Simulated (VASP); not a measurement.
# BiTe (R-3m) in VASP: notebook, part 2 of 2

VASP 6.6.1. The steps go on from the part before.

### Step 4. Single point, PBEsol

This run uses another cell than the first one, of 31.86 Å³/atom.

File INCAR:

```
SYSTEM = BiTe
PREC = Accurate
ENCUT = 520
EDIFF = 1E-6
ISMEAR = 0
SIGMA = 0.1
LREAL = .FALSE.
LASPH = .TRUE.
NELM = 60
ALGO = Normal
ISIF = 2
LWAVE = .FALSE.
LCHARG = .FALSE.
GGA = PS
NBANDS = 18
```

File KPOINTS:

```
Automatic mesh
0
G
  12 12 12
  0 0 0
```

File POSCAR:

```
BiTe
1.0
    2.3992465521      1.3852056427      3.1951106400
   -2.3992465521      1.3852056427      3.1951106400
    0.0000000000     -2.7704112854      3.1951106400
Bi Te
1 1
Direct
    0.5000000000      0.5000000000      0.5000000000
    0.0000000000      0.0000000000      0.0000000000
```

Potentials or basis: VASP PAW PBE potentials, release 64 (Bi_d, Te).

Run with:

```bash
> cat potpaw_PBE.64/Bi_d/POTCAR potpaw_PBE.64/Te/POTCAR > POTCAR
> mpirun -np 1 vasp_std > vasp.out
```

OUTCAR:

```text
SYSTEM = BiTe
   PREC = Accurate
   ENCUT = 520
   EDIFF = 1E-6
   ISMEAR = 0
   LREAL = .FALSE.
   LASPH = .TRUE.
   NELM = 60
   ISIF = 2
   GGA = PS

 ion  position               nearest neighbor table
   1  0.500  0.500  0.500-   2 3.20   2 3.20   2 3.20   2 3.20   2 3.20   2 3.20
   2  0.000  0.000  0.000-   1 3.20   1 3.20   1 3.20   1 3.20   1 3.20   1 3.20

  LATTYP: Found a trigonal (rhomboedric) cell.
 ALAT       =     4.2289373006
 COS(alpha) =     0.3562499705

  Lattice vectors:

 A1 = (   2.3992465521,   1.3852056427,   3.1951106400)
 A2 = (  -2.3992465521,   1.3852056427,   3.1951106400)
 A3 = (   0.0000000000,  -2.7704112854,   3.1951106400)

Analysis of symmetry for initial positions (statically):
=====================================================================
 Subroutine PRICEL returns:
 Original cell was already a primitive cell.

 Routine SETGRP: Setting up the symmetry group for a
 trigonal (rhombohedral) supercell.

 Subroutine GETGRP returns: Found 12 space group operations
 (whereof 12 operations were pure point group operations)
 out of a pool of 12 trial point group operations.

The static configuration has the point symmetry D_3d.

Analysis of symmetry for dynamics (positions and initial velocities):
=====================================================================
 Subroutine PRICEL returns:
 Original cell was already a primitive cell.

 Routine SETGRP: Setting up the symmetry group for a
 trigonal (rhombohedral) supercell.

 Subroutine GETGRP returns: Found 12 space group operations
 (whereof 12 operations were pure point group operations)
 out of a pool of 12 trial point group operations.

The dynamic configuration has the point symmetry D_3d.

 Subroutine INISYM returns: Found 12 space group operations
 (whereof 12 operations are pure point group operations),
 and found     1 'primitive' translations

----------------------------------------------------------------------------------------

                                     Primitive cell

  volume of cell :      63.7127

  direct lattice vectors                    reciprocal lattice vectors
     2.399246552  1.385205643  3.195110640     0.208398757  0.120319079  0.104326069
    -2.399246552  1.385205643  3.195110640    -0.208398757  0.120319079  0.104326069
     0.000000000 -2.770411285  3.195110640     0.000000000 -0.240638157  0.104326069

  length of vectors
     4.228937301  4.228937301  4.228937301     0.262279720  0.262279720  0.262279720

  position of ions in fractional coordinates (direct lattice)
     0.500000000  0.500000000  0.500000000
     0.000000000  0.000000000  0.000000000

  ion indices of the primitive-cell ions
   primitive index   ion index
                 1           1
                 2           2

----------------------------------------------------------------------------------------

 KPOINTS: Automatic mesh

Automatic generation of k-mesh.
 Grid dimensions read from file:
 generate k-points for:   12   12   12

 Generating k-lattice:

  Cartesian coordinates                     Fractional coordinates (reciprocal lattice)
     0.017366563  0.010026590  0.008693839     0.083333333 -0.000000000  0.000000000
    -0.017366563  0.010026590  0.008693839    -0.000000000  0.083333333  0.000000000
     0.000000000 -0.020053180  0.008693839     0.000000000  0.000000000  0.083333333

  Length of vectors
     0.021856643  0.021856643  0.021856643

  Shift w.r.t. Gamma in fractional coordinates (k-lattice)
     0.000000000  0.000000000  0.000000000

 Subroutine IBZKPT returns following result:
 ===========================================

 Found    189 irreducible k-points:

 Following reciprocal coordinates:
            Coordinates               Weight
  0.000000  0.000000  0.000000      1.000000
  0.083333 -0.000000  0.000000      6.000000
  0.166667  0.000000  0.000000      6.000000
  0.250000 -0.000000  0.000000      6.000000
  0.333333  0.000000  0.000000      6.000000
  0.416667 -0.000000  0.000000      6.000000
[... 16 lines left out ...]
  0.500000  0.166667  0.000000     12.000000
 -0.416667  0.166667  0.000000     12.000000
 [... further k-points ...]
   k-points           NKPTS =    189   k-points in BZ     NKDIM =    189   number of bands    NBANDS=     18
   number of dos      NEDOS =    301   number of ions     NIONS =      2
   total plane-waves  NPLWV =  32768
   dimension x,y,z NGX =    32 NGY =   32 NGZ =   32
   dimension x,y,z NGXF=    64 NGYF=   64 NGZF=   64
   ions per type =               1   1
   NGX,Y,Z   is equivalent  to a cutoff of  12.58, 12.58, 12.58 a.u.
   NGXF,Y,Z  is equivalent  to a cutoff of  25.16, 25.16, 25.16 a.u.
 SYSTEM =  BiTe
   PREC   = accura    normal or accurate (medium, high low for compatibility)
   ISTART =      0    job   : 0-new  1-cont  2-samecut
   ICHARG =      2    charge: 1-file 2-atom 10-const
   ISPIN  =      1    spin polarized calculation?
   LNONCOLLINEAR =      F non collinear calculations
   LSORBIT =      F    spin-orbit coupling
   LASPH  =      T    aspherical Exc in radial PAW
   ENCUT  =  520.0 eV  38.22 Ry    6.18 a.u.   7.86  7.86  7.86*2*pi/ulx,y,z
   NELM   =     60;   NELMIN=  2; NELMDL= -5     # of ELM steps
   EDIFF  = 0.1E-05   stopping-criterion for ELM
   LREAL  =      F    real-space projection
   EDIFFG = 0.1E-04   stopping-criterion for IOM
   NSW    =      0    number of steps for IOM
   IBRION =     -1    ionic relax: 0-MD 1-quasi-New 2-CG
   NFREE  =      0    steps in history (QN), initial steepest desc. (CG)
   ISIF   =      2    stress and relaxation
   ISYM   =      2    0-nonsym 1-usesym 2-fastsym
   POTIM  = 0.5000    time-step for ionic-motion
   TEBEG  =    0.0;   TEEND  =   0.0 temperature during run
   PSTRESS=    0.0 pullay stress
   NELECT =      21.0000    total number of electrons
   NUPDOWN=      -1.0000    fix difference up-down
   EMIN   =  10.00;   EMAX   =-10.00  energy-range for DOS
   EFERMI =   0.00;   METHOD = LEGACY
   ISMEAR =     0;   SIGMA  =   0.10  broadening in eV -4-tet -1-fermi 0-gaus
   EFERMI_NEDOS =   21; number of points for ismear=-14 and -15
   IALGO  =     38    algorithm
   IMIX   =      4    mixing-type and parameters
     AMIX     =   0.40;   BMIX     =  1.00
     AMIX_MAG =   1.60;   BMIX_MAG =  1.00
  volume/ion in A,a.u.               =      31.86       214.98
  Fermi-wavevector in a.u.,A,eV,Ry     =   1.130852  2.137001 17.399493  1.278827
  Thomas-Fermi vector in A             =   2.267550
   LORBIT       =      0    0 simple, 1 ext, 2 COOP (PROOUT), +10 PAW based schemes
   GGA     = PS    functional components
   LHFCALC =     F    Hartree Fock is set to
   AEXX    =    0.0000 exact exchange contribution
   IVDW    =     0    specifies the selected vdW correction
   LEPSILON=     F    determine dielectric tensor
   LRPA    =     F    only Hartree local field effects (RPA)
 non-spin polarized calculation
 Gauss-broadening in eV      SIGMA  =   0.10
  energy-cutoff  :      520.00
  volume of cell :       63.71
 maximum number of plane-waves:      1735
   NGX = 15   NGY = 15   NGZ = 15

 number of electron      21.0000009 magnetization

 Free energy of the ion-electron system (eV)
  ---------------------------------------------------
  ext. energy  EPLUGINS =         0.00000000
  ---------------------------------------------------
  free energy    TOTEN  =        -8.01434237 eV

  energy without entropy =       -8.00864263  energy(sigma->0) =       -8.01149250

 E-fermi :   7.1955     XC(G=0):  -9.8932

 val. band max:        7.1879198627   @ k =  -0.4167   0.0833   0.0833
 cond. band min:       7.1979332958   @ k =   0.4167   0.1667   0.0833
 fundamental gap:      0.0100134331
 Fermi energy:         7.1955444495

 k-point     1 :       0.0000    0.0000    0.0000
  band No.  band energies     occupation
      1     -15.9585      2.00000
      2     -15.9585      2.00000
      3     -15.9486      2.00000
      4     -15.9486      2.00000
      5     -15.9278      2.00000
      6      -6.6666      2.00000
[... 10 lines left out ...]
     17      14.2318      0.00000
     18      14.2436      0.00000
[... 463 lines left out ...]
 k-point    24 :      -0.4167    0.1667    0.0000
  band No.  band energies     occupation
      1     -15.9620      2.00000
      2     -15.9592      2.00000
      3     -15.9501      2.00000
      4     -15.9379      2.00000
      5     -15.9234      2.00000
      6      -4.6179      2.00000
[... 10 lines left out ...]
     17      16.2679      0.00000
     18      17.2549      0.00000

 [... further k-points ...]

------------------------ aborting loop because EDIFF is reached ----------------------------------------

  FORCE on cell =-STRESS in cart. coord.  units (eV):
  Direction    XX          YY          ZZ          XY          YZ          ZX
  --------------------------------------------------------------------------------------
  -------------------------------------------------------------------------------------
  Total       -0.0017529     -0.0017529     -0.0165314      0.0000000      0.0000000      0.0000000
  in kB       -0.0440792     -0.0440792     -0.4157135      0.0000000      0.0000000      0.0000000
  external PRESSURE =      -0.1679573 kB  Pullay stress =       0.0000000 kB

 VOLUME and BASIS-vectors are now :
 -----------------------------------------------------------------------------
  energy-cutoff  :      520.00
  volume of cell :       63.71
      direct lattice vectors                 reciprocal lattice vectors
     2.399246552  1.385205643  3.195110640     0.208398757  0.120319079  0.104326069
    -2.399246552  1.385205643  3.195110640    -0.208398757  0.120319079  0.104326069
     0.000000000 -2.770411285  3.195110640     0.000000000 -0.240638157  0.104326069

 POSITION                                       TOTAL-FORCE (eV/Angst)
 -----------------------------------------------------------------------------------
      0.00000      0.00000      4.79267         0.000000     -0.000000     -0.000000
      0.00000      0.00000      0.00000        -0.000000      0.000000      0.000000
 -----------------------------------------------------------------------------------
    total drift:                               -0.000000      0.000000     -0.000000

  FREE ENERGIE OF THE ION-ELECTRON SYSTEM (eV)
  ---------------------------------------------------
  free  energy   TOTEN  =        -8.0143423652 eV

  energy  without entropy=       -8.0086426344  energy(sigma->0) =       -8.01149250
```

stdout:

```text
POSCAR found type information on POSCAR BiTe
 POSCAR found :  2 types and       2 ions
 scaLAPACK will be used
 -----------------------------------------------------------------------------
|                                                                             |
|                                                                             |
|     You enforced a specific xc type in the INCAR file but a different       |
|     I HOPE YOU KNOW WHAT YOU ARE DOING!                                     |
|                                                                             |
 -----------------------------------------------------------------------------

 LDA part: xc-table for (Slater+PW92), standard interpolation
 POSCAR, INCAR and KPOINTS ok, starting setup
 FFT: planning ... GRIDC
 FFT: planning ... GRID_SOFT
 FFT: planning ... GRID
 WAVECAR not read
 entering main loop
```

Run time: 4.4 min. Hardware: 1 thread of AMD EPYC 7R13, shared host; peak memory 0.31 GiB.

Results:

* Free energy: -8.0143 eV
* Pressure: 0.0 GPa
* Band gap on the k mesh: zero (an odd number of electrons rules out a gap without spin polarisation)

Caveat: the PAW data sets were made with another functional, which shifts forces and pressure a little; spin-orbit coupling is left out, which moves the levels of the heavy elements.

### Step 5. Single point, PBEsol (32.81 Å³/atom)

This run uses another cell than the first one, of 32.81 Å³/atom.

File INCAR:

```
SYSTEM = BiTe
PREC = Accurate ; ENCUT = 520
EDIFF = 1E-6 ; ISMEAR = 0
SIGMA = 0.1 ; LREAL = .False.
LASPH = .True. ; NELM = 100
ALGO = Normal ; ISIF = 2
LWAVE = .False. ; LCHARG = .False.
GGA = PS ; NBANDS = 18
```

File KPOINTS:

```
Automatic mesh
0
Gamma
  12 12 12
  0 0 0
```

File POSCAR:

```
BiTe
1.0
    2.4077041113      1.3900886168      3.2678841822
   -2.4077041113      1.3900886168      3.2678841822
    0.0000000000     -2.7801772335      3.2678841822
Bi Te
1 1
Direct
    0.5000000000      0.5000000000      0.5000000000
    0.0000000000      0.0000000000      0.0000000000
```

Potentials or basis: VASP PAW PBE potentials, release 64 (Bi_d, Te).

Run with:

```bash
> cat potpaw_PBE.64/Bi_d/POTCAR potpaw_PBE.64/Te/POTCAR > POTCAR
> mpirun -np 1 vasp_std > vasp.out
```

OUTCAR:

```text
SYSTEM = BiTe
   PREC = Accurate
   ENCUT = 520
   EDIFF = 1E-6
   ISMEAR = 0
   LREAL = .False.
   LASPH = .True.
   NELM = 100
   ISIF = 2
   GGA = PS

 ion  position               nearest neighbor table
   1  0.500  0.500  0.500-   2 3.22   2 3.22   2 3.22   2 3.22   2 3.22   2 3.22
   2  0.000  0.000  0.000-   1 3.22   1 3.22   1 3.22   1 3.22   1 3.22   1 3.22

  LATTYP: Found a trigonal (rhomboedric) cell.
 ALAT       =     4.2905072519
 COS(alpha) =     0.3701763802

  Lattice vectors:

 A1 = (   2.4077041113,   1.3900886168,   3.2678841822)
[... 691 lines left out ...]

  FORCE on cell =-STRESS in cart. coord.  units (eV):
  Direction    XX          YY          ZZ          XY          YZ          ZX
  --------------------------------------------------------------------------------------
  -------------------------------------------------------------------------------------
  Total       -0.5574884     -0.5574884     -0.5586050     -0.0000000     -0.0000000      0.0000000
  in kB      -13.6107777    -13.6107777    -13.6380390     -0.0000000     -0.0000000      0.0000000
  external PRESSURE =     -13.6198648 kB  Pullay stress =       0.0000000 kB

 VOLUME and BASIS-vectors are now :
 -----------------------------------------------------------------------------
  energy-cutoff  :      520.00
  volume of cell :       65.62
      direct lattice vectors                 reciprocal lattice vectors
     2.407704111  1.390088617  3.267884182     0.207666714  0.119896433  0.102002799
    -2.407704111  1.390088617  3.267884182    -0.207666714  0.119896433  0.102002799
     0.000000000 -2.780177233  3.267884182     0.000000000 -0.239792866  0.102002799

 POSITION                                       TOTAL-FORCE (eV/Angst)
 -----------------------------------------------------------------------------------
      0.00000      0.00000      4.90183        -0.000000      0.000000      0.000000
      0.00000      0.00000      0.00000         0.000000     -0.000000     -0.000000
 -----------------------------------------------------------------------------------
    total drift:                               -0.000000      0.000000     -0.000000

  FREE ENERGIE OF THE ION-ELECTRON SYSTEM (eV)
  ---------------------------------------------------
  free  energy   TOTEN  =        -8.0064088419 eV

  energy  without entropy=       -8.0004389934  energy(sigma->0) =       -8.00342392
```

Wall time 3.9 min (1 thread of AMD EPYC 7R13, shared host); peak memory 0.32 GiB.

Results:

```
Free energy            : -8.0064 eV
Pressure               : -1.4 GPa
Band gap on the k mesh : zero (an odd number of electrons rules out a gap without spin polarisation)
```

Caveat: the PAW data sets were made with another functional, which shifts forces and pressure a little; spin-orbit coupling is left out, which moves the levels of the heavy elements.

### Step 6. Overview

```csv
cell,gap on the mesh (eV),pressure (GPa)
"a = 4.090 Å, angles 71.7°, 2 atoms",none,3.1
"a = 4.160 Å, angles 70.4°, 2 atoms",none,1.4
"a = 4.229 Å, angles 69.1°, 2 atoms",none,0.0
"a = 4.291 Å, angles 68.3°, 2 atoms",none,-1.4
```

Alike in all rows: task single point; level PBEsol; potentials or basis VASP PAW PBE potentials, release 64 (Bi_d, Te); no spin polarisation; k mesh 12 × 12 × 12; cutoff (eV) 520; smearing gaussian 0.1 eV.

Caveats: the PAW data sets were made with another functional, which shifts forces and pressure a little; spin-orbit coupling is left out, which moves the levels of the heavy elements; the cell stands under pressure (at least some runs).

Total energies depend on the potentials used, so only differences within one code and one set of settings carry meaning.

The gap in the log of VASP goes by the Fermi energy; the results here count the filled bands.